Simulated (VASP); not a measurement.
Wanted: the native input for a VASP 6.6.1 run.

```yaml
Task: single point
Functional: RPBE
Dispersion: D3(BJ)
Potentials_or_basis: VASP PAW PBE potentials, release 64 (Mn_pv, O)
Cutoff: 520 eV
k_mesh: 10 × 10 × 10
Occupations: fermi-dirac, width 0.05 eV
Spin: collinear spin, ferromagnetic start
Starting_moments: "[4.0, 0.0] μB"
Dipole_correction: no
Further_INCAR_settings: ALGO = Normal; EDIFF = 1e-06; NBANDS = 20
```

The structure of MnO lies in POSCAR:

```
MnO
1.0
    0.0000000000      2.2269146973      2.2269146973
    2.2269146973      0.0000000000      2.2269146973
    2.2269146973      2.2269146973      0.0000000000
Mn O
1 1
Direct
    0.0000000000      0.0000000000      0.0000000000
    0.5000000000      0.5000000000      0.5000000000
```

The input as run:

INCAR

```
PREC = Accurate
ENCUT = 520
EDIFF = 1E-6
ISMEAR = -1
SIGMA = 0.05
LREAL = F
LASPH = T
NELM = 150
ALGO = Normal
ISIF = 2
LWAVE = F
LCHARG = T
ISPIN = 2
MAGMOM = 4 0
LORBIT = 11
LMAXMIX = 4
GGA = RP
IVDW = 12
LELF = T
LVHAR = T
NBANDS = 20
```

KPOINTS

```
Automatic mesh
0
Gamma
  10 10 10
```

Potentials or basis: VASP PAW PBE potentials, release 64 (Mn_pv, O).

Launch:

```bash
$ cat potpaw_PBE.64/Mn_pv/POTCAR potpaw_PBE.64/O/POTCAR > POTCAR
$ mpirun -np 1 vasp_std > vasp.out
```

Results of the run:

* Pressure: 0.2 GPa
* Net moment: 4.83 μB per cell
* Site moments: Mn +4.38; O +0.20 μB
* Valence electrons inside the program's atomic spheres: Mn 11.34; O 4.99
* Dispersion energy per atom: -1.412 eV

Caveat: the PAW data sets were made with another functional, which shifts forces and pressure a little; a cell with one magnetic atom can't hold antiferromagnetic order, which such compounds often take; pairwise dispersion overbinds metals, which lowers pressure and volume.

It took 20 s on 1 thread of Intel(R) Xeon(R) 6975P-C (Granite Rapids), on a shared host, peak memory 0.17 GiB.
